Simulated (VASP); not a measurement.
# SnTe (Fm-3m) in VASP: notebook

SnTe is run at these levels: PBEsol, PBEsol+D3(BJ); tasks: relaxation of cell and atoms.

Program: VASP 6.6.1. These are calculated values, not measurements. Logs are shortened: lines on timing, memory, paths and dates and some standing lists are left out, and cuts for length are marked.

### Step 1. The cell of the first run

The structure is cubic, space group Fm-3m (No. 225). Conventional cell: a = 6.302 Å, b = 6.302 Å, c = 6.302 Å, α = 90.00°, β = 90.00°, γ = 90.00°. Within 4.1 Å of Te (site symmetry m-3m) lie 6 Sn at 3.15 Å. Sn (site symmetry m-3m) has 6 Te at 3.15 Å within 4.1 Å.

### Step 2. Relaxation of cell and atoms, PBEsol

The input, INCAR:

```
PREC = Accurate ; ENCUT = 600
EDIFF = 1E-6 ; ISMEAR = -1
SIGMA = 0.05 ; LREAL = F
LASPH = T ; NELM = 100
ALGO = Normal ; ISIF = 3
LWAVE = F ; LCHARG = F
GGA = PS ; IBRION = 2
NSW = 60 ; EDIFFG = -0.01
```

The input, KPOINTS:

```
Automatic mesh
0
Gamma
  7 7 7
```

The input, POSCAR:

```
SnTe
1.0
    0.0000000000      3.1508500000      3.1508500000
    3.1508500000      0.0000000000      3.1508500000
    3.1508500000      3.1508500000      0.0000000000
Te Sn
1 1
Direct
    0.5000000000      0.5000000000      0.5000000000
    0.0000000000      0.0000000000      0.0000000000
```

Potentials or basis: VASP PAW PBE potentials, release 64 (Te, Sn_d).

Command:

```
$ cat potpaw_PBE.64/Te/POTCAR potpaw_PBE.64/Sn_d/POTCAR > POTCAR
$ mpirun -np 1 vasp_std > vasp.out
```

OUTCAR:

```text
PREC = Accurate
   ENCUT = 600
   EDIFF = 1E-6
   ISMEAR = -1
   LREAL = F
   LASPH = T
   NELM = 100
   ISIF = 3
   GGA = PS
   IBRION = 2
   NSW = 60
   EDIFFG = -0.01

 ion  position               nearest neighbor table
   1  0.500  0.500  0.500-   2 3.15   2 3.15   2 3.15   2 3.15   2 3.15   2 3.15
   2  0.000  0.000  0.000-   1 3.15   1 3.15   1 3.15   1 3.15   1 3.15   1 3.15

  LATTYP: Found a face centered cubic cell.
 ALAT       =     6.3017000000

  Lattice vectors:

 A1 = (   0.0000000000,   3.1508500000,   3.1508500000)
 A2 = (   3.1508500000,   0.0000000000,   3.1508500000)
 A3 = (   3.1508500000,   3.1508500000,   0.0000000000)

Analysis of symmetry for initial positions (statically):
[... 33 lines left out ...]
                                     Primitive cell

  volume of cell :      62.5624

  direct lattice vectors                    reciprocal lattice vectors
     0.000000000  3.150850000  3.150850000    -0.158687338  0.158687338  0.158687338
     3.150850000  0.000000000  3.150850000     0.158687338 -0.158687338  0.158687338
     3.150850000  3.150850000  0.000000000     0.158687338  0.158687338 -0.158687338

  length of vectors
     4.455974803  4.455974803  4.455974803     0.274854533  0.274854533  0.274854533

  position of ions in fractional coordinates (direct lattice)
     0.500000000  0.500000000  0.500000000
     0.000000000  0.000000000  0.000000000

  ion indices of the primitive-cell ions
   primitive index   ion index
                 1           1
                 2           2

----------------------------------------------------------------------------------------

 KPOINTS: Automatic mesh

Automatic generation of k-mesh.
 Grid dimensions read from file:
 generate k-points for:    7    7    7

 Generating k-lattice:

  Cartesian coordinates                     Fractional coordinates (reciprocal lattice)
    -0.022669620  0.022669620  0.022669620     0.142857143  0.000000000  0.000000000
     0.022669620 -0.022669620  0.022669620     0.000000000  0.142857143  0.000000000
     0.022669620  0.022669620 -0.022669620     0.000000000  0.000000000  0.142857143

  Length of vectors
     0.039264933  0.039264933  0.039264933

  Shift w.r.t. Gamma in fractional coordinates (k-lattice)
     0.000000000  0.000000000  0.000000000

 Subroutine IBZKPT returns following result:
[... 33 lines left out ...]
   NGXF,Y,Z  is equivalent  to a cutoff of  26.86, 26.86, 26.86 a.u.
 SYSTEM =  unknown system
   PREC   = accura    normal or accurate (medium, high low for compatibility)
   ISTART =      0    job   : 0-new  1-cont  2-samecut
   ICHARG =      2    charge: 1-file 2-atom 10-const
   ISPIN  =      1    spin polarized calculation?
   LNONCOLLINEAR =      F non collinear calculations
   LSORBIT =      F    spin-orbit coupling
   LASPH  =      T    aspherical Exc in radial PAW
   ENCUT  =  600.0 eV  44.10 Ry    6.64 a.u.   8.90  8.90  8.90*2*pi/ulx,y,z
   NELM   =    100;   NELMIN=  2; NELMDL= -5     # of ELM steps
   EDIFF  = 0.1E-05   stopping-criterion for ELM
   LREAL  =      F    real-space projection
   EDIFFG = -.1E-01   stopping-criterion for IOM
   NSW    =     60    number of steps for IOM
   IBRION =      2    ionic relax: 0-MD 1-quasi-New 2-CG
   NFREE  =      1    steps in history (QN), initial steepest desc. (CG)
   ISIF   =      3    stress and relaxation
   ISYM   =      2    0-nonsym 1-usesym 2-fastsym
   POTIM  = 0.5000    time-step for ionic-motion
   TEBEG  =    0.0;   TEEND  =   0.0 temperature during run
   PSTRESS=    0.0 pullay stress
   NELECT =      20.0000    total number of electrons
   NUPDOWN=      -1.0000    fix difference up-down
   EMIN   =  10.00;   EMAX   =-10.00  energy-range for DOS
   EFERMI =   0.00;   METHOD = LEGACY
   ISMEAR =    -1;   SIGMA  =   0.05  broadening in eV -4-tet -1-fermi 0-gaus
   EFERMI_NEDOS =   21; number of points for ismear=-14 and -15
   IALGO  =     38    algorithm
   IMIX   =      4    mixing-type and parameters
     AMIX     =   0.40;   BMIX     =  1.00
     AMIX_MAG =   1.60;   BMIX_MAG =  1.00
  volume/ion in A,a.u.               =      31.28       211.10
  Fermi-wavevector in a.u.,A,eV,Ry     =   1.119387  2.115336 17.048485  1.253028
  Thomas-Fermi vector in A             =   2.256026
   LORBIT       =      0    0 simple, 1 ext, 2 COOP (PROOUT), +10 PAW based schemes
   GGA     = PS    functional components
   LHFCALC =     F    Hartree Fock is set to
   AEXX    =    0.0000 exact exchange contribution
   IVDW    =     0    specifies the selected vdW correction
   LEPSILON=     F    determine dielectric tensor
   LRPA    =     F    only Hartree local field effects (RPA)
 conjugate gradient relaxation of ions
 non-spin polarized calculation
  energy-cutoff  :      600.00
  volume of cell :       62.56
 maximum number of plane-waves:      2106
   NGX = 17   NGY = 17   NGZ = 17

--------------------------------------- Ionic step        1  -------------------------------------------

 number of electron      19.9999998 magnetization

 Free energy of the ion-electron system (eV)
  ---------------------------------------------------
  ext. energy  EPLUGINS =         0.00000000
  ---------------------------------------------------
  free energy    TOTEN  =        -8.34476829 eV

  energy without entropy =       -8.34469802  energy(sigma->0) =       -8.34473315

------------------------ aborting loop because EDIFF is reached ----------------------------------------

  FORCE on cell =-STRESS in cart. coord.  units (eV):
  Direction    XX          YY          ZZ          XY          YZ          ZX
  --------------------------------------------------------------------------------------
  -------------------------------------------------------------------------------------
  Total       -0.1453270     -0.1453270     -0.1453270      0.0000000      0.0000000      0.0000000
  in kB       -3.7217205     -3.7217205     -3.7217205      0.0000000      0.0000000      0.0000000
  external PRESSURE =      -3.7217205 kB  Pullay stress =       0.0000000 kB
[... 59 lines left out ...]
--------------------------------------- Ionic step        3  -------------------------------------------

 number of electron      19.9999998 magnetization

 Free energy of the ion-electron system (eV)
  ---------------------------------------------------
  ext. energy  EPLUGINS =         0.00000000
  ---------------------------------------------------
  free energy    TOTEN  =        -8.34529024 eV

  energy without entropy =       -8.34521823  energy(sigma->0) =       -8.34525423

 E-fermi :   6.9379     XC(G=0):  -9.6884

 val. band max:        6.6185822126   @ k =   0.4286   0.0000   0.0000
 cond. band min:       7.2846825158   @ k =   0.4286   0.0000   0.0000
 fundamental gap:      0.6661003032
 Fermi energy:         6.9379321519

 k-point     1 :       0.0000    0.0000    0.0000
  band No.  band energies     occupation
      1     -14.8899      2.00000
      2     -14.8899      2.00000
      3     -14.8823      2.00000
      4     -14.8823      2.00000
      5     -14.8823      2.00000
      6      -5.9832      2.00000
      7       2.2122      2.00000
      8       4.7406      2.00000
      9       4.7406      2.00000
     10       4.7406      2.00000
     11      10.2443      0.00000
     12      10.2443      0.00000
     13      10.2443      0.00000
     14      11.5985      0.00000
[... 350 lines left out ...]
  FREE ENERGIE OF THE ION-ELECTRON SYSTEM (eV)
  ---------------------------------------------------
  free  energy   TOTEN  =        -8.3452902389 eV

  energy  without entropy=       -8.3452182286  energy(sigma->0) =       -8.34525423

 reached required accuracy - stopping structural energy minimisation
```

CONTCAR:

```text
SnTe
   1.00000000000000
     0.0000000000000000    3.1430297139066816    3.1430297139066816
     3.1430297139066816    0.0000000000000000    3.1430297139066816
     3.1430297139066816    3.1430297139066816    0.0000000000000000
  Te              Sn
     1     1
Direct
     0.5000000000000000    0.5000000000000000    0.5000000000000000
     0.0000000000000000    0.0000000000000000    0.0000000000000000

  0.00000000E+00  0.00000000E+00  0.00000000E+00
  0.00000000E+00  0.00000000E+00  0.00000000E+00
```

It took 87 s on 1 thread of Intel Xeon 8259CL, shared host; peak memory 0.22 GiB.

Results:

```yaml
Free_energy: -8.3453 eV
Relaxed_volume: 31.05 Å³/atom
Relaxed_cell: a = 4.445 Å, b = 4.445 Å, c = 4.445 Å, α = 60.00°, β = 60.00°, γ = 60.00°
Space_group_after_relaxing_to_0.05_Å: Fm-3m (No. 225)
Energy_gained_by_relaxing: 0.3 meV/atom
Ionic_steps: 3
Pressure_after_relaxing: 0.0 GPa
```

The path:
```csv
step,energy change (eV),largest force (eV/Å),pressure (GPa),volume (Å³)
1,0.0000,0.0000,-0.37,62.56
2,-0.0004,0.0000,0.14,61.91
3,-0.0005,0.0000,-0.01,62.10
```

Final structure:
```cif
data_structure
_symmetry_space_group_name_H-M 'P 1'
_symmetry_Int_Tables_number 1
_cell_length_a 4.4449
_cell_length_b 4.4449
_cell_length_c 4.4449
_cell_angle_alpha 60.000
_cell_angle_beta 60.000
_cell_angle_gamma 60.000
_cell_volume 62.10
loop_
_atom_site_label
_atom_site_type_symbol
_atom_site_fract_x
_atom_site_fract_y
_atom_site_fract_z
_atom_site_occupancy
Te1 Te 0.50000 0.50000 0.50000 1
Sn1 Sn 0.00000 0.00000 0.00000 1
```

Caveat: this odd mesh misses L, where the gap lies, so gap, dielectric constants and Born charges aren't listed; the PAW data sets were made with another functional, which shifts forces and pressure a little; spin-orbit coupling is left out, which moves the levels of the heavy elements.

### Step 3. Relaxation of cell and atoms, PBEsol+D3(BJ)

The input, INCAR:

```
ALGO = Normal
EDIFF = 1E-6
EDIFFG = -0.01
ENCUT = 600
GGA = PS
IBRION = 2
ISIF = 3
ISMEAR = -1
IVDW = 12
LASPH = True
LCHARG = False
LREAL = False
LWAVE = False
NELM = 100
NSW = 60
PREC = Accurate
SIGMA = 0.05
```

The input, KPOINTS:

```
k-points
0
Gamma
  7 7 7
```

POSCAR is that of step 2.

Potentials or basis: VASP PAW PBE potentials, release 64 (Te, Sn_d).

Command:

```
$ cat potpaw_PBE.64/Te/POTCAR potpaw_PBE.64/Sn_d/POTCAR > POTCAR
$ mpirun -np 1 vasp_std > vasp.out
```

Run time: 91 s. Hardware: 1 thread of Intel Xeon 8259CL, shared host; peak memory 0.23 GiB.

The run converged. Its results:

```
Free energy                            : -9.1454 eV
Relaxed volume                         : 29.75 Å³/atom
Relaxed cell                           : a = 4.382 Å, b = 4.382 Å, c = 4.382 Å, α = 60.00°, β = 60.00°, γ = 60.00°
Space group after relaxing (to 0.05 Å) : Fm-3m (No. 225)
Energy gained by relaxing              : 11.8 meV/atom
Ionic steps                            : 3
Pressure after relaxing                : 0.0 GPa
Dispersion energy per atom             : -0.409 eV
```

The path:
| step | energy change (eV) | largest force (eV/Å) | pressure (GPa) | volume (Å³) |
| --- | --- | --- | --- | --- |
| 1 | 0.0000 | 0.0000 | -2.36 | 62.56 |
| 2 | -0.0206 | 0.0000 | 0.92 | 58.48 |
| 3 | -0.0235 | 0.0000 | 0.01 | 59.49 |

Final structure:
```
Te Sn
1.0
     0.00000    3.09847    3.09847
     3.09847    0.00000    3.09847
     3.09847    3.09847    0.00000
Te Sn
1 1
Cartesian
  3.0985 3.0985 3.0985
  0.0000 0.0000 0.0000
```

Levels at points of the mesh, in eV from the Fermi level:
```
           k point  band 6  band 7  band 8  band 9  band 10  band 11  band 12  band 13  band 14
(0.00, 0.00, 0.00)  -13.26   -4.55   -2.32   -2.32    -2.32     3.39     3.39     3.39     4.58
```

Caveat: this odd mesh misses L, where the gap lies, so gap, dielectric constants and Born charges aren't listed; the PAW data sets were made with another functional, which shifts forces and pressure a little; spin-orbit coupling is left out, which moves the levels of the heavy elements.
